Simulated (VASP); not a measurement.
SiO2: single point with r2SCAN

The system is SiO2.

```
CELL_PARAMETERS angstrom
-1.74489 1.74489 4.20308
1.74489 -1.74489 4.20308
1.74489 1.74489 -4.20308
ATOMIC_POSITIONS crystal
Si 0.75000 0.25000 0.50000
Si 0.00000 0.00000 0.00000
O 0.54095 0.04095 0.50000
O 0.79095 0.79095 0.00000
O 0.20905 0.20905 0.00000
O 0.95905 0.45905 0.50000
```

| Quantity | Value |
| --- | --- |
| Program | VASP 6.6.1 |
| Task | single point |
| Functional | r2SCAN |
| Potentials or basis | VASP PAW PBE potentials, release 64 (Si, O) |
| Cutoff | 520 eV |
| k mesh | 8 × 8 × 8 |
| Occupations | gaussian, width 0.01 eV |
| Spin | no spin polarisation |

- Pressure: 0.4 GPa
- Largest force: 0.010 eV/Å
- Band gap on the k mesh: 7.23 eV (least direct gap 7.98 eV)

Forces in eV/Å, atoms in the order of the input:
```
Si   0.000  0.000  0.000
Si   0.000  0.000  0.000
O    0.000  0.000 -0.010
O    0.000  0.000 -0.010
O    0.000  0.000  0.010
O    0.000  0.000  0.010
```

Stress tensor (GPa, compression positive):
```
0.15 0.00 0.00
0.00 0.15 0.00
0.00 0.00 0.95
```

Levels at points of the mesh, in eV from the valence-band top:
```tsv
k point	band 13	band 14	band 15	band 16	band 17	band 18	band 19	band 20
(0.00, 0.00, 0.00)	-0.88	-0.88	-0.75	-0.75	7.23	9.69	12.03	13.02
(0.50, 0.00, 0.00)	-2.00	-1.95	-1.36	-1.31	9.93	10.25	12.20	12.57
(0.50, 0.50, 0.00)	-2.13	-2.13	-0.07	-0.07	10.86	10.86	12.27	12.27
(0.50, 0.50, 0.50)	-2.16	-2.16	-0.51	-0.51	8.42	8.42	11.24	11.24
```

Run time: 7.7 min on 1 thread of Intel Xeon 8259CL, with other jobs on the host, peak memory 0.24 GiB.

Caveat: the PAW data sets were made with another functional, which shifts forces and pressure a little. A k mesh can miss the band edges.
